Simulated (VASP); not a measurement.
# TaN (Fm-3m) in VASP: notebook

The runs below take TaN through single point, with PBE.

All numbers are computed with VASP 6.6.1; they aren't measurements. Logs are shortened: lines on timing, memory, paths and dates and some standing lists are left out, and cuts for length are marked.

### Step 1. The cell of the first run

Symmetry: Fm-3m, No. 225, cubic system. Conventional cell: a = 4.423 Å, b = 4.423 Å, c = 4.423 Å, α = 90.00°, β = 90.00°, γ = 90.00°. Within 2.9 Å of Ta (site symmetry m-3m) lie 6 N at 2.21 Å. Within 2.9 Å of N (site symmetry m-3m) lie 6 Ta at 2.21 Å.

### Step 2. Single point, PBE

INCAR reads:

```
SYSTEM = TaN
PREC = Accurate ; ENCUT = 520
EDIFF = 1E-6 ; ISMEAR = 0
SIGMA = 0.015 ; LREAL = .FALSE.
LASPH = .TRUE. ; NELM = 60
ALGO = Normal ; ISIF = 2
LWAVE = .FALSE. ; LCHARG = .TRUE.
GGA = PE ; LELF = .TRUE.
LVHAR = .TRUE. ; NBANDS = 15
```

KPOINTS reads:

```
regular mesh
0
G
  10 10 10
  0 0 0
```

POSCAR reads:

```
TaN
1.0
    0.0000000000      2.2113230000      2.2113230000
    2.2113230000      0.0000000000      2.2113230000
    2.2113230000      2.2113230000      0.0000000000
Ta N
1 1
Direct
    0.5000000000      0.5000000000      0.5000000000
    0.0000000000      0.0000000000      0.0000000000
```

Potentials or basis: VASP PAW PBE potentials, release 64 (Ta_pv, N).

The run is started by

```bash
cat potpaw_PBE.64/Ta_pv/POTCAR potpaw_PBE.64/N/POTCAR > POTCAR
mpirun -np 1 vasp_std > vasp.out
```

OUTCAR:

```text
SYSTEM = TaN
   PREC = Accurate
   ENCUT = 520
   EDIFF = 1E-6
   ISMEAR = 0
   LREAL = .FALSE.
   LASPH = .TRUE.
   NELM = 60
   ISIF = 2
   GGA = PE

 ion  position               nearest neighbor table
   1  0.500  0.500  0.500-   2 2.21   2 2.21   2 2.21   2 2.21   2 2.21   2 2.21
   2  0.000  0.000  0.000-   1 2.21   1 2.21   1 2.21   1 2.21   1 2.21   1 2.21

  LATTYP: Found a face centered cubic cell.
 ALAT       =     4.4226460000

  Lattice vectors:

 A1 = (   0.0000000000,   2.2113230000,   2.2113230000)
 A2 = (   2.2113230000,   0.0000000000,   2.2113230000)
 A3 = (   2.2113230000,   2.2113230000,   0.0000000000)

Analysis of symmetry for initial positions (statically):
=====================================================================
 Subroutine PRICEL returns:
 Original cell was already a primitive cell.

 Routine SETGRP: Setting up the symmetry group for a
 face centered cubic supercell.

 Subroutine GETGRP returns: Found 48 space group operations
 (whereof 48 operations were pure point group operations)
 out of a pool of 48 trial point group operations.

The static configuration has the point symmetry O_h .

Analysis of symmetry for dynamics (positions and initial velocities):
=====================================================================
 Subroutine PRICEL returns:
 Original cell was already a primitive cell.

 Routine SETGRP: Setting up the symmetry group for a
 face centered cubic supercell.

 Subroutine GETGRP returns: Found 48 space group operations
 (whereof 48 operations were pure point group operations)
 out of a pool of 48 trial point group operations.

The dynamic configuration has the point symmetry O_h .

 Subroutine INISYM returns: Found 48 space group operations
 (whereof 48 operations are pure point group operations),
 and found     1 'primitive' translations

----------------------------------------------------------------------------------------

                                     Primitive cell

  volume of cell :      21.6265

  direct lattice vectors                    reciprocal lattice vectors
     0.000000000  2.211323000  2.211323000    -0.226108985  0.226108985  0.226108985
     2.211323000  0.000000000  2.211323000     0.226108985 -0.226108985  0.226108985
     2.211323000  2.211323000  0.000000000     0.226108985  0.226108985 -0.226108985

  length of vectors
     3.127282977  3.127282977  3.127282977     0.391632251  0.391632251  0.391632251

  position of ions in fractional coordinates (direct lattice)
     0.500000000  0.500000000  0.500000000
     0.000000000  0.000000000  0.000000000

  ion indices of the primitive-cell ions
   primitive index   ion index
                 1           1
                 2           2

----------------------------------------------------------------------------------------

 KPOINTS: regular mesh

Automatic generation of k-mesh.
 Grid dimensions read from file:
 generate k-points for:   10   10   10

 Generating k-lattice:

  Cartesian coordinates                     Fractional coordinates (reciprocal lattice)
    -0.022610899  0.022610899  0.022610899     0.100000000  0.000000000  0.000000000
     0.022610899 -0.022610899  0.022610899     0.000000000  0.100000000  0.000000000
     0.022610899  0.022610899 -0.022610899     0.000000000  0.000000000  0.100000000

  Length of vectors
     0.039163225  0.039163225  0.039163225

  Shift w.r.t. Gamma in fractional coordinates (k-lattice)
     0.000000000  0.000000000  0.000000000

 Subroutine IBZKPT returns following result:
 ===========================================

 Found     47 irreducible k-points:

 Following reciprocal coordinates:
            Coordinates               Weight
  0.000000  0.000000  0.000000      1.000000
  0.100000  0.000000  0.000000      8.000000
  0.200000  0.000000  0.000000      8.000000
  0.300000  0.000000  0.000000      8.000000
  0.400000  0.000000  0.000000      8.000000
  0.500000  0.000000  0.000000      4.000000
[... 16 lines left out ...]
  0.300000  0.300000  0.000000      6.000000
  0.400000  0.300000  0.000000     24.000000
 [... further k-points ...]
   k-points           NKPTS =     47   k-points in BZ     NKDIM =     47   number of bands    NBANDS=     15
   number of dos      NEDOS =    301   number of ions     NIONS =      2
   total plane-waves  NPLWV =  13824
   dimension x,y,z NGX =    24 NGY =   24 NGZ =   24
   dimension x,y,z NGXF=    48 NGYF=   48 NGZF=   48
   ions per type =               1   1
   NGX,Y,Z   is equivalent  to a cutoff of  12.76, 12.76, 12.76 a.u.
   NGXF,Y,Z  is equivalent  to a cutoff of  25.52, 25.52, 25.52 a.u.
 SYSTEM =  TaN
   PREC   = accura    normal or accurate (medium, high low for compatibility)
   ISTART =      0    job   : 0-new  1-cont  2-samecut
   ICHARG =      2    charge: 1-file 2-atom 10-const
   ISPIN  =      1    spin polarized calculation?
   LNONCOLLINEAR =      F non collinear calculations
   LSORBIT =      F    spin-orbit coupling
   LASPH  =      T    aspherical Exc in radial PAW
   ENCUT  =  520.0 eV  38.22 Ry    6.18 a.u.   5.81  5.81  5.81*2*pi/ulx,y,z
   NELM   =     60;   NELMIN=  2; NELMDL= -5     # of ELM steps
   EDIFF  = 0.1E-05   stopping-criterion for ELM
   LREAL  =      F    real-space projection
   EDIFFG = 0.1E-04   stopping-criterion for IOM
   NSW    =      0    number of steps for IOM
   IBRION =     -1    ionic relax: 0-MD 1-quasi-New 2-CG
   NFREE  =      0    steps in history (QN), initial steepest desc. (CG)
   ISIF   =      2    stress and relaxation
   ISYM   =      2    0-nonsym 1-usesym 2-fastsym
   POTIM  = 0.5000    time-step for ionic-motion
   TEBEG  =    0.0;   TEEND  =   0.0 temperature during run
   PSTRESS=    0.0 pullay stress
   NELECT =      16.0000    total number of electrons
   NUPDOWN=      -1.0000    fix difference up-down
   EMIN   =  10.00;   EMAX   =-10.00  energy-range for DOS
   EFERMI =   0.00;   METHOD = LEGACY
   ISMEAR =     0;   SIGMA  =   0.01  broadening in eV -4-tet -1-fermi 0-gaus
   EFERMI_NEDOS =   21; number of points for ismear=-14 and -15
   IALGO  =     38    algorithm
   IMIX   =      4    mixing-type and parameters
     AMIX     =   0.40;   BMIX     =  1.00
     AMIX_MAG =   1.60;   BMIX_MAG =  1.00
  volume/ion in A,a.u.               =      10.81        72.97
  Fermi-wavevector in a.u.,A,eV,Ry     =   1.480651  2.798024 29.828417  2.192327
  Thomas-Fermi vector in A             =   2.594659
   LORBIT       =      0    0 simple, 1 ext, 2 COOP (PROOUT), +10 PAW based schemes
   GGA     = PE    functional components
   LHFCALC =     F    Hartree Fock is set to
   AEXX    =    0.0000 exact exchange contribution
   IVDW    =     0    specifies the selected vdW correction
   LEPSILON=     F    determine dielectric tensor
   LRPA    =     F    only Hartree local field effects (RPA)
 non-spin polarized calculation
 Gauss-broadening in eV      SIGMA  =   0.01
  energy-cutoff  :      520.00
  volume of cell :       21.63
 maximum number of plane-waves:       592
   NGX = 11   NGY = 11   NGZ = 11

 number of electron      16.0000003 magnetization

 Free energy of the ion-electron system (eV)
  ---------------------------------------------------
  ext. energy  EPLUGINS =         0.00000000
  ---------------------------------------------------
  free energy    TOTEN  =       -21.83871972 eV

  energy without entropy =      -21.83836931  energy(sigma->0) =      -21.83854452

 E-fermi :   9.4108     XC(G=0): -13.3449

 val. band max:        9.4076659774   @ k =   0.0000   0.0000   0.0000
 cond. band min:       9.4173830744   @ k =  -0.3000   0.3000   0.1000
 fundamental gap:      0.0097170970
 Fermi energy:         9.4107562635

 k-point     1 :       0.0000    0.0000    0.0000
  band No.  band energies     occupation
      1     -26.4712      2.00000
      2     -26.4712      2.00000
      3     -26.4712      2.00000
      4      -9.3587      2.00000
      5       5.5905      2.00000
      6       5.5905      2.00000
      7       5.5905      2.00000
      8       7.2892      2.00000
      9       7.2892      2.00000
     10       7.2892      2.00000
     11       9.4077      1.22929
     12       9.4077      1.22922
     13      10.7341      0.00000
     14      18.7518      0.00000
     15      21.6566      0.00000

 k-point     2 :       0.1000    0.0000    0.0000
  band No.  band energies     occupation
      1     -26.5528      2.00000
      2     -26.4788      2.00000
      3     -26.4788      2.00000
      4      -9.1271      2.00000
      5       4.4924      2.00000
      6       4.8588      2.00000
      7       4.8588      2.00000
      8       7.6403      2.00000
      9       7.6403      2.00000
     10       7.7075      2.00000
     11      10.3079      0.00000
     12      10.3079      0.00000
     13      11.4414      0.00000
     14      19.4665      0.00000
     15      21.6562      0.00000

 k-point     3 :       0.2000    0.0000    0.0000
  band No.  band energies     occupation
      1     -26.7605      2.00000
      2     -26.4985      2.00000
      3     -26.4985      2.00000
      4      -8.4943      2.00000
      5       2.6761      2.00000
      6       3.6889      2.00000
      7       3.6889      2.00000
      8       8.2392      2.00000
      9       8.4370      2.00000
     10       8.4370      2.00000
     11      12.1602      0.00000
     12      12.1602      0.00000
     13      12.9017      0.00000
     14      21.0973      0.00000
     15      21.6560      0.00000
[... 343 lines left out ...]
 k-point    23 :       0.3000    0.3000    0.0000
  band No.  band energies     occupation
      1     -26.9442      2.00000
      2     -26.6461      2.00000
      3     -26.6461      2.00000
      4      -7.9694      2.00000
      5       1.2883      2.00000
      6       4.5219      2.00000
      7       4.5219      2.00000
      8       4.8819      2.00000
      9      10.6257      0.00000
     10      11.7095      0.00000
     11      11.7095      0.00000
     12      12.1585      0.00000
     13      17.4950      0.00000
     14      21.6175      0.00000
     15      22.1394      0.00000

 k-point    24 :       0.4000    0.3000    0.0000
  band No.  band energies     occupation
      1     -27.0392      2.00000
      2     -26.6980      2.00000
      3     -26.6740      2.00000
      4      -7.8291      2.00000
      5       1.4936      2.00000
      6       3.5493      2.00000
      7       4.2153      2.00000
      8       5.5544      2.00000
      9      11.4689      0.00000
     10      12.1974      0.00000
     11      12.2762      0.00000
     12      13.0965      0.00000
     13      17.5752      0.00000
     14      19.8463      0.00000
     15      21.6686      0.00000

 [... further k-points ...]

------------------------ aborting loop because EDIFF is reached ----------------------------------------

  FORCE on cell =-STRESS in cart. coord.  units (eV):
  Direction    XX          YY          ZZ          XY          YZ          ZX
  --------------------------------------------------------------------------------------
  -------------------------------------------------------------------------------------
  Total       -0.0794825     -0.0794825     -0.0794825     -0.0000000     -0.0000000      0.0000000
  in kB       -5.8883789     -5.8883789     -5.8883789     -0.0000000     -0.0000000      0.0000000
  external PRESSURE =      -5.8883789 kB  Pullay stress =       0.0000000 kB

 VOLUME and BASIS-vectors are now :
 -----------------------------------------------------------------------------
  energy-cutoff  :      520.00
  volume of cell :       21.63
      direct lattice vectors                 reciprocal lattice vectors
     0.000000000  2.211323000  2.211323000    -0.226108985  0.226108985  0.226108985
     2.211323000  0.000000000  2.211323000     0.226108985 -0.226108985  0.226108985
     2.211323000  2.211323000  0.000000000     0.226108985  0.226108985 -0.226108985

 POSITION                                       TOTAL-FORCE (eV/Angst)
 -----------------------------------------------------------------------------------
      2.21132      2.21132      2.21132         0.000000      0.000000      0.000000
      0.00000      0.00000      0.00000        -0.000000     -0.000000     -0.000000
 -----------------------------------------------------------------------------------
    total drift:                                0.000000     -0.000000     -0.000000

  FREE ENERGIE OF THE ION-ELECTRON SYSTEM (eV)
  ---------------------------------------------------
  free  energy   TOTEN  =       -21.8387197243 eV

  energy  without entropy=      -21.8383693120  energy(sigma->0) =      -21.83854452
```

Run time: 8.8 s. Hardware: 1 thread of Intel Xeon 6975P-C, shared host; peak memory 0.15 GiB.

Results:

- Free energy: -21.8387 eV
- Pressure: -0.6 GPa
- Band gap on the k mesh: zero (band 8 reaches 11.20 eV, above the bottom of band 9 at 7.29 eV)

Levels at points of the mesh, in eV from the Fermi level:
```tsv
k point	band 4	band 5	band 6	band 7	band 8	band 9	band 10	band 11	band 12	band 13
(0.00, 0.00, 0.00)	-18.77	-3.82	-3.82	-3.82	-2.12	-2.12	-2.12	0.00	0.00	1.32
(0.50, 0.00, 0.00)	-15.85	-10.29	-7.51	-7.51	1.79	1.79	1.88	3.71	7.30	7.30
(0.50, 0.50, 0.00)	-17.52	-6.66	-5.41	-4.64	-4.64	2.00	3.38	3.38	4.30	6.56
```

Caveat: spin-orbit coupling is left out, which moves the levels of the heavy elements.

### Step 3. Single point, PBE

INCAR reads:

```
  PREC = Accurate
  ENCUT = 520
  EDIFF = 1E-6
  ISMEAR = 0
  SIGMA = 0.019000000000000003
  LREAL = False
  LASPH = True
  NELM = 80
  ALGO = Normal
  ISIF = 2
  LWAVE = False
  LCHARG = False
  GGA = PE
  NBANDS = 15
```

KPOINTS reads:

```
regular mesh
0
Gamma
  10 10 10
```

POSCAR is that of step 2.

Potentials or basis: VASP PAW PBE potentials, release 64 (Ta_pv, N).

The run is started by

```bash
cat potpaw_PBE.64/Ta_pv/POTCAR potpaw_PBE.64/N/POTCAR > POTCAR
mpirun -np 1 vasp_std > vasp.out
```

Wall time 9.1 s (1 thread of Intel Xeon 6975P-C, shared host); peak memory 0.15 GiB.

The run converged. Its results:

```yaml
Free_energy: -21.8388 eV
Pressure: -0.6 GPa
Band_gap_on_the_k_mesh: zero (band 8 reaches 11.20 eV, above the bottom of band 9 at 7.29 eV)
```

Levels at points of the mesh, in eV from the Fermi level:
| k point | band 6 | band 7 | band 8 | band 9 | band 10 | band 11 |
| --- | --- | --- | --- | --- | --- | --- |
| (0.00, 0.00, 0.00) | -3.82 | -3.82 | -2.12 | -2.12 | -2.12 | 0.00 |
| (0.50, 0.00, 0.00) | -7.50 | -7.50 | 1.79 | 1.79 | 1.88 | 3.71 |
| (0.50, 0.50, 0.00) | -5.41 | -4.64 | -4.64 | 2.00 | 3.38 | 3.38 |

Caveat: spin-orbit coupling is left out, which moves the levels of the heavy elements.

### Step 4. Single point, PBE

INCAR reads:

```
SYSTEM = TaN
PREC     = Accurate       ! precision mode
ENCUT    = 520            ! plane-wave cutoff, eV
EDIFF    = 1E-6           ! SCF threshold, eV
ISMEAR   = 0              ! smearing method
SIGMA    = 0.02           ! smearing width, eV
LREAL    = .False.        ! projectors in reciprocal space
LASPH    = .True.         ! aspherical terms in the spheres
NELM     = 80             ! most SCF steps
ALGO     = Normal         ! electronic algorithm
ISIF     = 2              ! what is computed and relaxed
LWAVE    = .False.        ! write WAVECAR
LCHARG   = .False.        ! write CHGCAR
GGA      = PE             ! functional
NBANDS   = 15             ! bands
```

KPOINTS reads:

```
regular mesh
0
Gamma
  10 10 10
  0 0 0
```

POSCAR is that of step 3.

The run is started by

```bash
cat potpaw_PBE.64/Ta_pv/POTCAR potpaw_PBE.64/N/POTCAR > POTCAR
mpirun -np 1 vasp_std > vasp.out
```

Wall time 8.1 s (1 thread of Intel Xeon 6975P-C, shared host); peak memory 0.15 GiB.

Results (log left out):

```
Free energy            : -21.8388 eV
Pressure               : -0.6 GPa
Band gap on the k mesh : zero (band 8 reaches 11.20 eV, above the bottom of band 9 at 7.29 eV)
```

Levels at points of the mesh, in eV from the Fermi level:
| k point | band 6 | band 7 | band 8 | band 9 | band 10 | band 11 |
| --- | --- | --- | --- | --- | --- | --- |
| (0.00, 0.00, 0.00) | -3.82 | -3.82 | -2.12 | -2.12 | -2.12 | 0.00 |
| (0.50, 0.00, 0.00) | -7.50 | -7.50 | 1.79 | 1.79 | 1.88 | 3.72 |
| (0.50, 0.50, 0.00) | -5.41 | -4.64 | -4.64 | 2.00 | 3.38 | 3.38 |

Caveat: spin-orbit coupling is left out, which moves the levels of the heavy elements.

(Part 1 of 2 ends here.)
